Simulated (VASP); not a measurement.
# BP4 (P-6m2) in VASP: a series of runs

The runs below take BP4 through single point, relaxation of cell and atoms, with PBE.

All numbers are computed with VASP 6.6.1; they aren't measurements. Logs are shortened: lines on timing, memory, paths and dates and some standing lists are left out, and cuts for length are marked.

**1. The cell of the first run**

It takes space group P-6m2 (No. 187, hexagonal). Conventional cell: a = 3.195 Å, b = 3.195 Å, c = 10.220 Å, α = 90.00°, β = 90.00°, γ = 120.00°. Within 2.4 Å of B (site symmetry -6m2) lie 3 P at 1.84 Å. Within 3.2 Å of P (site symmetry 3m) lie 10 P at 2.39 to 3.20 Å. Within 2.4 Å of P (site symmetry -6m2) lie 3 B at 1.84 Å. P (site symmetry -6m2) has 12 P at 2.39 to 3.20 Å within 3.2 Å.

The cell was built from a structure type or drawn by symmetry, and may not be a known phase.

**2. Single point, PBE**

Input file INCAR:

```
SYSTEM = BP4
PREC     = Accurate       ! precision mode
ENCUT    = 520            ! plane-wave cutoff, eV
EDIFF    = 1E-6           ! SCF threshold, eV
ISMEAR   = 0              ! smearing method
SIGMA    = 0.1            ! smearing width, eV
LREAL    = .FALSE.        ! projectors in reciprocal space
LASPH    = .TRUE.         ! aspherical terms in the spheres
NELM     = 60             ! most SCF steps
ALGO     = Normal         ! electronic algorithm
ISIF     = 2              ! what is computed and relaxed
LWAVE    = .FALSE.        ! write WAVECAR
LCHARG   = .FALSE.        ! write CHGCAR
GGA      = PE             ! functional
NBANDS   = 20             ! bands
```

Input file KPOINTS:

```
Automatic mesh
0
G
  6 6 2
  0 0 0
```

Input file POSCAR:

```
BP4
1.0
    3.1953242467      0.0000000025      0.0000000000
   -1.5976621255      2.7672319697      0.0000000000
    0.0000000000      0.0000000000     10.2195327563
B P
1 4
Direct
    0.6666666667      0.3333333333      0.5000000000
    0.3333333333      0.6666666667      0.1489947491
    0.3333333333      0.6666666667      0.8510052509
    0.0000000000      0.0000000000      0.5000000000
    0.6666666667      0.3333333333      0.0000000000
```

Potentials or basis: VASP PAW PBE potentials, release 64 (B, P).

Launch:

```console
> cat potpaw_PBE.64/B/POTCAR potpaw_PBE.64/P/POTCAR > POTCAR
> mpirun -np 1 vasp_std > vasp.out
```

OUTCAR:

```text
SYSTEM = BP4
   PREC = Accurate
   ENCUT = 520
   EDIFF = 1E-6
   ISMEAR = 0
   LREAL = .FALSE.
   LASPH = .TRUE.
   NELM = 60
   ISIF = 2
   GGA = PE

 ion  position               nearest neighbor table
   1  0.667  0.333  0.500-   4 1.84   4 1.84   4 1.84
   2  0.333  0.667  0.149-   5 2.39   5 2.39   5 2.39
   3  0.333  0.667  0.851-   5 2.39   5 2.39   5 2.39
   4  0.000  0.000  0.500-   1 1.84   1 1.84   1 1.84
   5  0.667  0.333  0.000-   2 2.39   3 2.39   2 2.39   3 2.39   2 2.39   3 2.39

  LATTYP: Found a hexagonal cell.
 ALAT       =     3.1953242467
 C/A-ratio  =     3.1982772224

  Lattice vectors:

 A1 = (   3.1953242467,   0.0000000025,   0.0000000000)
 A2 = (  -1.5976621255,   2.7672319697,   0.0000000000)
 A3 = (   0.0000000000,   0.0000000000,  10.2195327563)

Analysis of symmetry for initial positions (statically):
=====================================================================
 Subroutine PRICEL returns:
 Original cell was already a primitive cell.

 Routine SETGRP: Setting up the symmetry group for a
 hexagonal supercell.

 Subroutine GETGRP returns: Found 12 space group operations
 (whereof 12 operations were pure point group operations)
 out of a pool of 24 trial point group operations.

The static configuration has the point symmetry D_3h.

Analysis of symmetry for dynamics (positions and initial velocities):
=====================================================================
 Subroutine PRICEL returns:
 Original cell was already a primitive cell.

 Routine SETGRP: Setting up the symmetry group for a
 hexagonal supercell.

 Subroutine GETGRP returns: Found 12 space group operations
 (whereof 12 operations were pure point group operations)
 out of a pool of 24 trial point group operations.

The dynamic configuration has the point symmetry D_3h.

 Subroutine INISYM returns: Found 12 space group operations
 (whereof 12 operations are pure point group operations),
 and found     1 'primitive' translations

----------------------------------------------------------------------------------------

                                     Primitive cell

  volume of cell :      90.3632

  direct lattice vectors                    reciprocal lattice vectors
     3.195324247  0.000000003  0.000000000     0.312957285  0.180685973  0.000000000
    -1.597662126  2.767231970  0.000000000    -0.000000000  0.361371945  0.000000000
     0.000000000  0.000000000 10.219532756     0.000000000  0.000000000  0.097851832

  length of vectors
     3.195324247  3.195324247 10.219532756     0.361371945  0.361371945  0.097851832

  position of ions in fractional coordinates (direct lattice)
     0.666666667  0.333333333  0.500000000
     0.333333333  0.666666667  0.148994749
     0.333333333  0.666666667  0.851005251
     0.000000000  0.000000000  0.500000000
     0.666666667  0.333333333  0.000000000

  ion indices of the primitive-cell ions
   primitive index   ion index
                 1           1
                 2           2
                 3           3
                 4           4
                 5           5

----------------------------------------------------------------------------------------

 KPOINTS: Automatic mesh

Automatic generation of k-mesh.
 Grid dimensions read from file:
 generate k-points for:    6    6    2

 Generating k-lattice:

  Cartesian coordinates                     Fractional coordinates (reciprocal lattice)
     0.052159547  0.030114329  0.000000000     0.166666667  0.000000000  0.000000000
    -0.000000000  0.060228658  0.000000000    -0.000000000  0.166666667  0.000000000
     0.000000000  0.000000000  0.048925916     0.000000000  0.000000000  0.500000000

  Length of vectors
     0.060228658  0.060228658  0.048925916

  Shift w.r.t. Gamma in fractional coordinates (k-lattice)
     0.000000000  0.000000000  0.000000000

 Subroutine IBZKPT returns following result:
 ===========================================

 Found     14 irreducible k-points:

 Following reciprocal coordinates:
            Coordinates               Weight
  0.000000  0.000000  0.000000      1.000000
  0.166667 -0.000000  0.000000      6.000000
  0.333333 -0.000000  0.000000      6.000000
  0.500000 -0.000000  0.000000      3.000000
  0.166667  0.166667  0.000000      6.000000
  0.333333  0.166667  0.000000     12.000000
  0.333333  0.333333  0.000000      2.000000
  0.000000  0.000000  0.500000      1.000000
  0.166667 -0.000000  0.500000      6.000000
  0.333333 -0.000000  0.500000      6.000000
  0.500000 -0.000000  0.500000      3.000000
  0.166667  0.166667  0.500000      6.000000
  0.333333  0.166667  0.500000     12.000000
  0.333333  0.333333  0.500000      2.000000
   k-points           NKPTS =     14   k-points in BZ     NKDIM =     14   number of bands    NBANDS=     20
   number of dos      NEDOS =    301   number of ions     NIONS =      5
   total plane-waves  NPLWV =  46080
   dimension x,y,z NGX =    24 NGY =   24 NGZ =   80
   dimension x,y,z NGXF=    48 NGYF=   48 NGZF=  160
   ions per type =               1   4
   NGX,Y,Z   is equivalent  to a cutoff of  12.49, 12.49, 13.01 a.u.
   NGXF,Y,Z  is equivalent  to a cutoff of  24.97, 24.97, 26.03 a.u.
 SYSTEM =  BP4
   PREC   = accura    normal or accurate (medium, high low for compatibility)
   ISTART =      0    job   : 0-new  1-cont  2-samecut
   ICHARG =      2    charge: 1-file 2-atom 10-const
   ISPIN  =      1    spin polarized calculation?
   LNONCOLLINEAR =      F non collinear calculations
   LSORBIT =      F    spin-orbit coupling
   LASPH  =      T    aspherical Exc in radial PAW
   ENCUT  =  520.0 eV  38.22 Ry    6.18 a.u.   5.94  5.94 19.00*2*pi/ulx,y,z
   NELM   =     60;   NELMIN=  2; NELMDL= -5     # of ELM steps
   EDIFF  = 0.1E-05   stopping-criterion for ELM
   LREAL  =      F    real-space projection
   EDIFFG = 0.1E-04   stopping-criterion for IOM
   NSW    =      0    number of steps for IOM
   IBRION =     -1    ionic relax: 0-MD 1-quasi-New 2-CG
   NFREE  =      0    steps in history (QN), initial steepest desc. (CG)
   ISIF   =      2    stress and relaxation
   ISYM   =      2    0-nonsym 1-usesym 2-fastsym
   POTIM  = 0.5000    time-step for ionic-motion
   TEBEG  =    0.0;   TEEND  =   0.0 temperature during run
   PSTRESS=    0.0 pullay stress
   NELECT =      23.0000    total number of electrons
   NUPDOWN=      -1.0000    fix difference up-down
   EMIN   =  10.00;   EMAX   =-10.00  energy-range for DOS
   EFERMI =   0.00;   METHOD = LEGACY
   ISMEAR =     0;   SIGMA  =   0.10  broadening in eV -4-tet -1-fermi 0-gaus
   EFERMI_NEDOS =   21; number of points for ismear=-14 and -15
   IALGO  =     38    algorithm
   IMIX   =      4    mixing-type and parameters
     AMIX     =   0.40;   BMIX     =  1.00
     AMIX_MAG =   1.60;   BMIX_MAG =  1.00
  volume/ion in A,a.u.               =      18.07       121.96
  Fermi-wavevector in a.u.,A,eV,Ry     =   1.037497  1.960585 14.645317  1.076400
  Thomas-Fermi vector in A             =   2.171938
   LORBIT       =      0    0 simple, 1 ext, 2 COOP (PROOUT), +10 PAW based schemes
   GGA     = PE    functional components
   LHFCALC =     F    Hartree Fock is set to
   AEXX    =    0.0000 exact exchange contribution
   IVDW    =     0    specifies the selected vdW correction
   LEPSILON=     F    determine dielectric tensor
   LRPA    =     F    only Hartree local field effects (RPA)
 non-spin polarized calculation
 Gauss-broadening in eV      SIGMA  =   0.10
  energy-cutoff  :      520.00
  volume of cell :       90.36
 maximum number of plane-waves:      2454
 NGX is ok and might be reduce to    24
   NGX = 11   NGY = 11   NGZ = 39

 number of electron      23.0000002 magnetization

 Free energy of the ion-electron system (eV)
  ---------------------------------------------------
  ext. energy  EPLUGINS =         0.00000000
  ---------------------------------------------------
  free energy    TOTEN  =       -26.00990017 eV

  energy without entropy =      -25.97991680  energy(sigma->0) =      -25.99490849

 E-fermi :   5.3153     XC(G=0):  -9.5689

 val. band max:        5.2490808617   @ k =   0.3333   0.1667   0.5000
 cond. band min:       5.3263480494   @ k =   0.3333  -0.0000   0.0000
 fundamental gap:      0.0772671877
 Fermi energy:         5.3153464799

 k-point     1 :       0.0000    0.0000    0.0000
  band No.  band energies     occupation
      1     -10.7120      2.00000
      2      -8.7742      2.00000
      3      -6.9813      2.00000
      4      -1.9451      2.00000
      5       0.4032      2.00000
      6       3.0982      2.00000
[... 12 lines left out ...]
     19      10.8269      0.00000
     20      11.2975      0.00000

 k-point     2 :       0.1667   -0.0000    0.0000
  band No.  band energies     occupation
      1     -10.2339      2.00000
      2      -8.3493      2.00000
      3      -6.5275      2.00000
      4      -1.6871      2.00000
      5       0.8661      2.00000
      6       1.5167      2.00000
[... 12 lines left out ...]
     19      11.3025      0.00000
     20      11.8182      0.00000

 k-point     3 :       0.3333   -0.0000    0.0000
  band No.  band energies     occupation
      1      -8.8490      2.00000
      2      -7.1413      2.00000
      3      -5.2497      2.00000
      4      -3.0106      2.00000
      5      -1.4812      2.00000
      6       0.2279      2.00000
[... 12 lines left out ...]
     19      10.6312      0.00000
     20      12.9217      0.00000

 k-point     4 :       0.5000   -0.0000    0.0000
  band No.  band energies     occupation
      1      -7.3154      2.00000
      2      -5.9415      2.00000
      3      -5.2249      2.00000
      4      -4.0351      2.00000
      5      -3.3813      2.00000
      6      -0.8999      2.00000
[... 199 lines left out ...]
 k-point    13 :       0.3333    0.1667    0.5000
  band No.  band energies     occupation
      1      -7.5764      2.00000
      2      -6.1120      2.00000
      3      -4.4195      2.00000
      4      -4.1834      2.00000
      5      -2.6031      2.00000
      6      -0.1552      2.00000
[... 12 lines left out ...]
     19      11.9959      0.00000
     20      12.7035      0.00000

 k-point    14 :       0.3333    0.3333    0.5000
  band No.  band energies     occupation
      1      -5.8575      2.00000
      2      -5.8489      2.00000
      3      -5.2856      2.00000
      4      -3.3913      2.00000
      5      -2.9393      2.00000
      6      -1.6139      2.00000
[... 12 lines left out ...]
     19      12.5789      0.00000
     20      13.5847      0.00000

------------------------ aborting loop because EDIFF is reached ----------------------------------------

  FORCE on cell =-STRESS in cart. coord.  units (eV):
  Direction    XX          YY          ZZ          XY          YZ          ZX
  --------------------------------------------------------------------------------------
  -------------------------------------------------------------------------------------
  Total       -0.0794743     -0.0794743     -0.0212579     -0.0000000      0.0000000      0.0000000
  in kB       -1.4091131     -1.4091131     -0.3769115     -0.0000000      0.0000000      0.0000000
  external PRESSURE =      -1.0650459 kB  Pullay stress =       0.0000000 kB

 VOLUME and BASIS-vectors are now :
 -----------------------------------------------------------------------------
  energy-cutoff  :      520.00
  volume of cell :       90.36
      direct lattice vectors                 reciprocal lattice vectors
     3.195324247  0.000000003  0.000000000     0.312957285  0.180685973  0.000000000
    -1.597662126  2.767231970  0.000000000    -0.000000000  0.361371945  0.000000000
     0.000000000  0.000000000 10.219532756     0.000000000  0.000000000  0.097851832

 POSITION                                       TOTAL-FORCE (eV/Angst)
 -----------------------------------------------------------------------------------
      1.59766      0.92241      5.10977         0.000000     -0.000000      0.000000
     -0.00000      1.84482      1.52266        -0.000000      0.000000     -0.047868
     -0.00000      1.84482      8.69688        -0.000000      0.000000      0.047868
      0.00000      0.00000      5.10977        -0.000000      0.000000      0.000000
      1.59766      0.92241      0.00000        -0.000000      0.000000      0.000000
 -----------------------------------------------------------------------------------
    total drift:                               -0.000000      0.000000      0.000000

  FREE ENERGIE OF THE ION-ELECTRON SYSTEM (eV)
  ---------------------------------------------------
  free  energy   TOTEN  =       -26.0099001746 eV

  energy  without entropy=      -25.9799168045  energy(sigma->0) =      -25.99490849
```

Run time: 14 s. Hardware: 1 thread of Intel Xeon Platinum 8488C (Sapphire Rapids), shared host; peak memory 0.2 GiB.

What came out:

| Quantity | Value |
| --- | --- |
| Free energy | -26.0099 eV |
| Pressure | -0.1 GPa |
| Largest force | 0.048 eV/Å |
| Band gap on the k mesh | zero (an odd number of electrons rules out a gap without spin polarisation) |

Forces in eV/Å, atoms in the order of the input:
```
B    0.000  0.000  0.000
P    0.000  0.000 -0.048
P    0.000  0.000  0.048
P    0.000  0.000  0.000
P    0.000  0.000  0.000
```

Levels at points of the mesh, in eV from the Fermi level:
```csv
k point,band 8,band 9,band 10,band 11,band 12,band 13,band 14,band 15
"(0.00, 0.00, 0.00)",-1.96,-0.92,-0.92,1.77,2.14,2.14,2.92,2.92
"(0.50, 0.00, 0.00)",-3.97,-3.35,-1.49,-1.12,-0.45,0.14,1.20,1.53
"(0.00, 0.00, 0.50)",-1.96,-0.92,-0.92,2.09,2.14,2.14,2.92,2.92
"(0.50, 0.00, 0.50)",-3.97,-3.35,-1.86,-0.66,-0.14,0.14,0.96,1.50
```

Caveat: the k points lie up to 0.38 Å⁻¹ apart, too coarse for converged energies and pressures of a metal; this functional lacks dispersion, which binds the layers, so the pressure and a relaxed spacing across them are unreliable.

(Continued in part 2 of 2.)
